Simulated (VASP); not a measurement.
Wanted: the native input for a VASP 6.6.1 run.

```yaml
Task: single point
Functional: LDA
Potentials_or_basis: VASP PAW LDA potentials, release 64 (Cd, Se)
Cutoff: 520 eV
k_mesh: 12 × 12 × 12
Occupations: fermi-dirac, width 0.05 eV
Spin: no spin polarisation
Dipole_correction: no
Further_INCAR_settings: ALGO = Normal; EDIFF = 1e-06; NBANDS = 16
```

The structure of CdSe (rocksalt type) lies in POSCAR:

```
CdSe
1.0
    0.0000000000      2.2790298282      2.2790298282
    2.2790298282      0.0000000000      2.2790298282
    2.2790298282      2.2790298282      0.0000000000
Cd Se
1 1
Direct
    0.0000000000      0.0000000000      0.0000000000
    0.5000000000      0.5000000000      0.5000000000
```

This cell differs from its parent crystal: volume scaled by 0.55, partial waves polarizable.

These files were run (other wordings do the same):

INCAR

```
SYSTEM = CdSe
ALGO = Normal
EDIFF = 1E-6
ENCUT = 520
GGA = CA
ISIF = 2
ISMEAR = -1
LASPH = .True.
LCHARG = .False.
LREAL = .False.
LWAVE = .False.
NBANDS = 16
NELM = 100
PREC = Accurate
SIGMA = 0.05
```

KPOINTS

```
k-points
0
Gamma
  12 12 12
  0 0 0
```

Potentials or basis: VASP PAW LDA potentials, release 64 (Cd, Se).

The run is started by

```console
$ cat potpaw_LDA.64/Cd/POTCAR potpaw_LDA.64/Se/POTCAR > POTCAR
$ mpirun -np 1 vasp_std > vasp.out
```

It gave:

```yaml
Pressure: 204.5 GPa
Band_gap_on_the_k_mesh: zero (band 9 reaches 12.29 eV, above the bottom of band 10 at 10.96 eV)
```

Wall time 15 s on 1 thread of Intel(R) Xeon(R) Platinum 8259CL CPU @ 2.50GHz (Skylake/Cascade Lake), on a shared host, peak memory 0.15 GiB.
